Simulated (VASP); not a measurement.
Here is a VASP 6.6.1 calculation.

File INCAR:

```
PREC     = Accurate       # precision mode
ENCUT    = 520            # plane-wave cutoff, eV
EDIFF    = 1E-7           # SCF threshold, eV
ISMEAR   = -1             # smearing method
SIGMA    = 0.02           # smearing width, eV
LREAL    = Auto         
LASPH    = T              # aspherical terms in the spheres
NELM     = 150            # most SCF steps
ALGO     = Normal         # electronic algorithm
ISIF     = 2              # what is computed and relaxed
LWAVE    = F              # write WAVECAR
LCHARG   = F              # write CHGCAR
ISPIN    = 2              # spin polarisation
MAGMOM   = 1 1 1 1 1 1 0 0 0 0 0 0 0 0 0 # initial moments
LORBIT   = 11             # projections on sites
GGA      = PE             # functional
IVDW     = 12             # dispersion correction
NBANDS   = 59             # bands
```

Contents of KPOINTS:

```
Automatic mesh
0
Gamma
  1 1 1
```

POSCAR

```
CO4
1.0
    7.1977620000      0.0000000000      0.0000000000
    0.0000000000      7.1977620000      0.0000000000
    0.0000000000      0.0000000000      7.1977620000
O C
12 3
Direct
    0.4120447439      0.4489728891      0.4004855954
    0.3696426750      0.5970466931      0.3322004812
   -0.1195927290      0.6578155821      0.5536582065
   -0.2483549748      0.7489967020      0.4869430248
    0.6937156299      0.1373204616      0.3504978353
    0.6752793438      0.2267788238      0.2070504693
    0.8308138002      0.0844290211      0.8517369705
    0.5929065173      0.2732377092      0.7342976886
    0.4101552677      0.7115684014      0.8692146253
    0.1610222733      0.5052125925      0.9193968903
    0.1877250179      0.0273974049      0.4855537041
    0.2694309703      0.1129378826      0.7898427317
    0.7068724973      0.1697749939      0.7878837894
    0.2876727516      0.6136907555      0.8966953895
    0.2330863399      0.0764404269      0.6352113337
```

Potentials or basis: VASP PAW PBE potentials, release 64 (O, C).

The run is started by

```sh
$ cat potpaw_PBE.64/O/POTCAR potpaw_PBE.64/C/POTCAR > POTCAR
$ mpirun -np 1 vasp_gam > vasp.out
```

Problem. Predict the site moments.

Solution. O +0.81, +0.00; C -0.00, +0.00 μB.

Problem. What does it give for the largest force?

Solution. 5.920 eV/Å.

Problem. Predict the pressure.

Solution. 0.4 GPa.

Stress tensor (GPa, compression positive):
```
 0.35 -0.25  0.04
-0.25  0.65 -0.53
 0.04 -0.53  0.23
```

Caveat: the k points lie up to 0.87 Å⁻¹ apart; the standard files for N, O and F lose accuracy on very short bonds.
